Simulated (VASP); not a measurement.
# Al in VASP: notebook

Runs on Al. Level: PBEsol. Tasks: single point.

All numbers are computed with VASP 6.6.1; they aren't measurements. Logs are shortened: lines on timing, memory, paths and dates and some standing lists are left out, and cuts for length are marked.

**1. The cell of the first run**

The structure is monoclinic, space group C2/m (No. 12). The conventional cell has a = 4.799 Å, b = 2.770 Å, c = 2.884 Å, α = 90.00°, β = 124.46°, γ = 90.00°. Al (site symmetry 2/m) has 12 Al at 2.77 to 2.88 Å within 3.7 Å.

**2. Single point, PBEsol**

INCAR reads:

```
SYSTEM = Al
PREC = Accurate
ENCUT = 520
EDIFF = 1E-6
ISMEAR = 0
SIGMA = 0.1
LREAL = .False.
LASPH = .True.
NELM = 60
ALGO = Fast
ISIF = 2
LWAVE = .False.
LCHARG = .False.
GGA = PS
NBANDS = 8
ISYM = 0
```

KPOINTS reads:

```
regular mesh
0
Gamma
  15 15 14
  0 0 0
```

POSCAR reads:

```
Al
1.0
    2.7704402241     -0.0000271695      0.0161477483
   -1.3852436416      2.3993123680      0.0000000000
    1.3991294202      0.8077877474      2.3888474054
Al
1
Direct
    0.0000000000      0.0000000000      0.0000000000
```

Potentials or basis: VASP PAW PBE potentials, release 64 (Al).

Started as:

```console
cat potpaw_PBE.64/Al/POTCAR > POTCAR
mpirun -np 1 vasp_std > vasp.out
```

OUTCAR:

```text
SYSTEM = Al
   PREC = Accurate
   ENCUT = 520
   EDIFF = 1E-6
   ISMEAR = 0
   LREAL = .False.
   LASPH = .True.
   NELM = 60
   ISIF = 2
   GGA = PS
   ISYM = 0

 ion  position               nearest neighbor table
   1  0.000  0.000  0.000-

IMPORTANT INFORMATION: All symmetrisations will be switched off!
NOSYMM: (Re-)initialisation of all symmetry stuff for point group C_1.

----------------------------------------------------------------------------------------

                                     Primitive cell

  volume of cell :      15.8067

  direct lattice vectors                    reciprocal lattice vectors
     2.770440224 -0.000027170  0.016147748     0.362605984  0.209350662 -0.283167354
    -1.385243642  2.399312368  0.000000000     0.000829325  0.417264892 -0.141583677
     1.399129420  0.807787747  2.388847405    -0.002451086 -0.001415135  0.420526030

  length of vectors
     2.770487283  2.770487283  2.883864786     0.505464687  0.440632064  0.420535554

  position of ions in fractional coordinates (direct lattice)
     0.000000000  0.000000000  0.000000000

  ion indices of the primitive-cell ions
   primitive index   ion index
                 1           1

----------------------------------------------------------------------------------------

 KPOINTS: regular mesh

Automatic generation of k-mesh.
 Grid dimensions read from file:
 generate k-points for:   15   15   14

 Generating k-lattice:

  Cartesian coordinates                     Fractional coordinates (reciprocal lattice)
     0.024173732  0.013956711 -0.018877824     0.066666667  0.000000000 -0.000000000
     0.000055288  0.027817659 -0.009438912    -0.000000000  0.066666667  0.000000000
    -0.000175078 -0.000101081  0.030037574    -0.000000000  0.000000000  0.071428571

  Length of vectors
     0.033697646  0.029375471  0.030038254

  Shift w.r.t. Gamma in fractional coordinates (k-lattice)
     0.000000000  0.000000000  0.000000000

 Subroutine IBZKPT returns following result:
 ===========================================

 Found   1576 irreducible k-points:

 Following reciprocal coordinates:
            Coordinates               Weight
  0.000000  0.000000  0.000000      1.000000
  0.066667  0.000000  0.000000      2.000000
  0.133333  0.000000  0.000000      2.000000
  0.200000  0.000000  0.000000      2.000000
  0.266667  0.000000  0.000000      2.000000
  0.333333  0.000000  0.000000      2.000000
[... 16 lines left out ...]
  0.466667  0.066667 -0.000000      2.000000
  0.000000  0.133333  0.000000      2.000000
 [... further k-points ...]
[... 24 lines left out ...]
   ISIF   =      2    stress and relaxation
   ISYM   =      0    0-nonsym 1-usesym 2-fastsym
   POTIM  = 0.5000    time-step for ionic-motion
   TEBEG  =    0.0;   TEEND  =   0.0 temperature during run
   PSTRESS=    0.0 pullay stress
   NELECT =       3.0000    total number of electrons
   NUPDOWN=      -1.0000    fix difference up-down
   EMIN   =  10.00;   EMAX   =-10.00  energy-range for DOS
   EFERMI =   0.00;   METHOD = LEGACY
   ISMEAR =     0;   SIGMA  =   0.10  broadening in eV -4-tet -1-fermi 0-gaus
   EFERMI_NEDOS =   21; number of points for ismear=-14 and -15
   IALGO  =     68    algorithm
   IMIX   =      4    mixing-type and parameters
     AMIX     =   0.40;   BMIX     =  1.00
     AMIX_MAG =   1.60;   BMIX_MAG =  1.00
  volume/ion in A,a.u.               =      15.81       106.67
  Fermi-wavevector in a.u.,A,eV,Ry     =   0.940810  1.777873 12.042831  0.885123
  Thomas-Fermi vector in A             =   2.068258
   LORBIT       =      0    0 simple, 1 ext, 2 COOP (PROOUT), +10 PAW based schemes
   GGA     = PS    functional components
   LHFCALC =     F    Hartree Fock is set to
   AEXX    =    0.0000 exact exchange contribution
   IVDW    =     0    specifies the selected vdW correction
   LEPSILON=     F    determine dielectric tensor
   LRPA    =     F    only Hartree local field effects (RPA)
 non-spin polarized calculation
 RMM-DIIS sequential band-by-band and
 Gauss-broadening in eV      SIGMA  =   0.10
  energy-cutoff  :      520.00
  volume of cell :       15.81
 maximum number of plane-waves:       441
 NGX is ok and might be reduce to    24
   NGX = 11   NGY = 11   NGZ = 11

 number of electron       3.0000000 magnetization

 Free energy of the ion-electron system (eV)
  ---------------------------------------------------
  ext. energy  EPLUGINS =         0.00000000
  ---------------------------------------------------
  free energy    TOTEN  =        -4.08760290 eV

  energy without entropy =       -4.08613093  energy(sigma->0) =       -4.08686692

 E-fermi :   8.3872     XC(G=0): -10.4129

 val. band max:        8.3739845067   @ k =  -0.2667   0.4667   0.1429
 cond. band min:       8.3964809388   @ k =   0.1333   0.1333   0.5000
 fundamental gap:      0.0224964321
 Fermi energy:         8.3872273546

 k-point     1 :       0.0000    0.0000    0.0000
  band No.  band energies     occupation
      1      -3.0274      2.00000
      2      20.1312      0.00000
      3      21.5868      0.00000
      4      21.7152      0.00000
      5      21.8457      0.00000
      6      23.5514      0.00000
      7      23.8007      0.00000
      8      25.5563      0.00000
[... 243 lines left out ...]
 k-point    24 :       0.0000    0.1333    0.0000
  band No.  band energies     occupation
      1      -2.5176      2.00000
      2      17.0191      0.00000
      3      19.2542      0.00000
      4      20.7131      0.00000
      5      22.9707      0.00000
      6      24.2487      0.00000
      7      25.3838      0.00000
      8      25.9026      0.00000

 [... further k-points ...]

------------------------ aborting loop because EDIFF is reached ----------------------------------------

  FORCE on cell =-STRESS in cart. coord.  units (eV):
  Direction    XX          YY          ZZ          XY          YZ          ZX
  --------------------------------------------------------------------------------------
  -------------------------------------------------------------------------------------
  Total        0.3641735      0.3574386      0.0069774      0.0058327     -0.0027506     -0.0047641
  in kB       36.9129430     36.2302923      0.7072348      0.5912100     -0.2787994     -0.4828927
  external PRESSURE =      24.6168234 kB  Pullay stress =       0.0000000 kB

 VOLUME and BASIS-vectors are now :
 -----------------------------------------------------------------------------
  energy-cutoff  :      520.00
  volume of cell :       15.81
      direct lattice vectors                 reciprocal lattice vectors
     2.770440224 -0.000027170  0.016147748     0.362605984  0.209350662 -0.283167354
    -1.385243642  2.399312368  0.000000000     0.000829325  0.417264892 -0.141583677
     1.399129420  0.807787747  2.388847405    -0.002451086 -0.001415135  0.420526030

 POSITION                                       TOTAL-FORCE (eV/Angst)
 -----------------------------------------------------------------------------------
      0.00000      0.00000      0.00000         0.000000     -0.000000      0.000000
 -----------------------------------------------------------------------------------
    total drift:                                0.000000     -0.000000      0.000000

  FREE ENERGIE OF THE ION-ELECTRON SYSTEM (eV)
  ---------------------------------------------------
  free  energy   TOTEN  =        -4.0876029027 eV

  energy  without entropy=       -4.0861309347  energy(sigma->0) =       -4.08686692
```

OSZICAR:

```text
N       E                     dE             d eps       ncg     rms          rms(c)
DAV:   1    -0.260261637048E+01   -0.26026E+01   -0.88007E+02 25336   0.206E+02
DAV:   2    -0.410962869093E+01   -0.15070E+01   -0.14662E+01 35096   0.195E+01
DAV:   3    -0.411684926268E+01   -0.72206E-02   -0.72159E-02 32288   0.150E+00
DAV:   4    -0.411686654378E+01   -0.17281E-04   -0.17281E-04 39480   0.641E-02
DAV:   5    -0.411686658623E+01   -0.42453E-07   -0.42702E-07 32648   0.175E-03    0.148E+00
RMM:   6    -0.409939753018E+01    0.17469E-01   -0.12565E-03 25261   0.175E-01    0.855E-01
RMM:   7    -0.408758686503E+01    0.11811E-01   -0.38351E-03 29760   0.300E-01    0.140E-01
RMM:   8    -0.408760030929E+01   -0.13444E-04   -0.24710E-04 28419   0.932E-02    0.322E-02
RMM:   9    -0.408760405644E+01   -0.37471E-05   -0.35067E-05 29254   0.377E-02    0.164E-02
RMM:  10    -0.408760262472E+01    0.14317E-05   -0.53863E-06 29908   0.138E-02    0.322E-02
RMM:  11    -0.408760290271E+01   -0.27799E-06   -0.10825E-06 26054   0.625E-03
   1 F= -.40876029E+01 E0= -.40868669E+01  d E =-.147197E-02
```

Run time: 2.8 min. Hardware: 1 thread of Intel Xeon 8259CL, shared host; peak memory 0.28 GiB.

What came out:

```yaml
Free_energy: -4.0876 eV
Pressure: 2.5 GPa
Band_gap_on_the_k_mesh: zero (an odd number of electrons rules out a gap without spin polarisation)
```

Levels at points of the mesh, in eV from the Fermi level:
| k point | band 1 | band 2 | band 3 | band 4 | band 5 |
| --- | --- | --- | --- | --- | --- |
| (0.00, 0.00, 0.00) | -11.41 | 11.74 | 13.20 | 13.33 | 13.46 |
| (0.00, 0.00, 0.50) | -5.03 | -5.01 | 12.19 | 12.25 | 12.66 |

Caveat: the PAW data sets were made with another functional, which shifts forces and pressure a little.

**3. Single point, PBEsol**

This run uses another cell than the first one, of 15.87 Å³/atom.

INCAR reads:

```
PREC     = Accurate       # precision mode
ENCUT    = 520            # plane-wave cutoff, eV
EDIFF    = 1E-6           # SCF threshold, eV
ISMEAR   = 0              # smearing method
SIGMA    = 0.1            # smearing width, eV
LREAL    = False          # projectors in reciprocal space
LASPH    = True           # aspherical terms in the spheres
NELM     = 80             # most SCF steps
ALGO     = Fast           # electronic algorithm
ISIF     = 2              # what is computed and relaxed
LWAVE    = False          # write WAVECAR
LCHARG   = False          # write CHGCAR
GGA      = PS             # functional
NBANDS   = 8              # bands
ISYM     = 0
```

KPOINTS reads:

```
Automatic mesh
0
Gamma
  15 15 14
```

POSCAR reads:

```
Al
1.0
    2.7704872831      0.0000000000      0.0000000000
   -1.3852436416      2.3993123681      0.0000000000
    1.3852436416      0.7997707894      2.3877812418
Al
1
Direct
    0.0000000000      0.0000000000      0.0000000000
```

Potentials or basis: VASP PAW PBE potentials, release 64 (Al).

Started as:

```console
cat potpaw_PBE.64/Al/POTCAR > POTCAR
mpirun -np 1 vasp_std > vasp.out
```

OUTCAR:

```text
PREC = Accurate
   ENCUT = 520
   EDIFF = 1E-6
   ISMEAR = 0
   LREAL = False
   LASPH = True
   NELM = 80
   ISIF = 2
   GGA = PS
   ISYM = 0

 ion  position               nearest neighbor table
   1  0.000  0.000  0.000-

IMPORTANT INFORMATION: All symmetrisations will be switched off!
NOSYMM: (Re-)initialisation of all symmetry stuff for point group C_1.

----------------------------------------------------------------------------------------

                                     Primitive cell

[... 434 lines left out ...]

  FORCE on cell =-STRESS in cart. coord.  units (eV):
  Direction    XX          YY          ZZ          XY          YZ          ZX
  --------------------------------------------------------------------------------------
  -------------------------------------------------------------------------------------
  Total        0.3546769      0.3418848     -0.0603838      0.0110784      0.0266587      0.0461743
  in kB       35.8018908     34.5106283     -6.0952819      1.1182832      2.6909949      4.6609415
  external PRESSURE =      21.4057458 kB  Pullay stress =       0.0000000 kB

 VOLUME and BASIS-vectors are now :
 -----------------------------------------------------------------------------
  energy-cutoff  :      520.00
  volume of cell :       15.87
      direct lattice vectors                 reciprocal lattice vectors
     2.770487283  0.000000000  0.000000000     0.360947334  0.208393041 -0.279199223
    -1.385243642  2.399312368  0.000000000     0.000000000  0.416786081 -0.139599611
     1.385243642  0.799770789  2.387781242     0.000000000  0.000000000  0.418798834

 POSITION                                       TOTAL-FORCE (eV/Angst)
 -----------------------------------------------------------------------------------
      0.00000      0.00000      0.00000        -0.000000      0.000000     -0.000000
 -----------------------------------------------------------------------------------
    total drift:                               -0.000000      0.000000     -0.000000

  FREE ENERGIE OF THE ION-ELECTRON SYSTEM (eV)
  ---------------------------------------------------
  free  energy   TOTEN  =        -4.0871340814 eV

  energy  without entropy=       -4.0853942689  energy(sigma->0) =       -4.08626418
```

OSZICAR:

```text
N       E                     dE             d eps       ncg     rms          rms(c)
DAV:   1    -0.263667751550E+01   -0.26367E+01   -0.87455E+02 25368   0.205E+02
DAV:   2    -0.410920119964E+01   -0.14725E+01   -0.14295E+01 34928   0.193E+01
DAV:   3    -0.411631154838E+01   -0.71103E-02   -0.71051E-02 32704   0.150E+00
DAV:   4    -0.411632742927E+01   -0.15881E-04   -0.15881E-04 39112   0.619E-02
DAV:   5    -0.411632746295E+01   -0.33688E-07   -0.33080E-07 33232   0.157E-03    0.147E+00
RMM:   6    -0.409889698600E+01    0.17430E-01   -0.12634E-03 25262   0.176E-01    0.851E-01
RMM:   7    -0.408711873580E+01    0.11778E-01   -0.38484E-03 29869   0.300E-01    0.139E-01
RMM:   8    -0.408713150098E+01   -0.12765E-04   -0.24498E-04 28419   0.928E-02    0.321E-02
RMM:   9    -0.408713523391E+01   -0.37329E-05   -0.34886E-05 29205   0.376E-02    0.167E-02
RMM:  10    -0.408713381089E+01    0.14230E-05   -0.53577E-06 29794   0.138E-02    0.329E-02
RMM:  11    -0.408713408143E+01   -0.27055E-06   -0.10711E-06 25861   0.622E-03
   1 F= -.40871341E+01 E0= -.40862642E+01  d E =-.173981E-02
```

Run time: 3.3 min. Hardware: 1 thread of Intel Xeon 8259CL, shared host; peak memory 0.28 GiB.

What came out:

- Free energy: -4.0871 eV
- Pressure: 2.1 GPa
- Band gap on the k mesh: zero (an odd number of electrons rules out a gap without spin polarisation)

Stress tensor (GPa, compression positive):
```
 3.58  0.11  0.47
 0.11  3.45  0.27
 0.47  0.27 -0.61
```

Levels at points of the mesh, in eV from the Fermi level:
| k point | band 1 | band 2 | band 3 | band 4 | band 5 | band 6 |
| --- | --- | --- | --- | --- | --- | --- |
| (0.00, 0.00, 0.00) | -11.39 | 11.64 | 13.02 | 13.41 | 13.41 | 15.29 |
| (0.00, 0.00, 0.50) | -5.08 | -5.01 | 12.24 | 12.24 | 12.76 | 12.76 |

Caveat: the PAW data sets were made with another functional, which shifts forces and pressure a little.
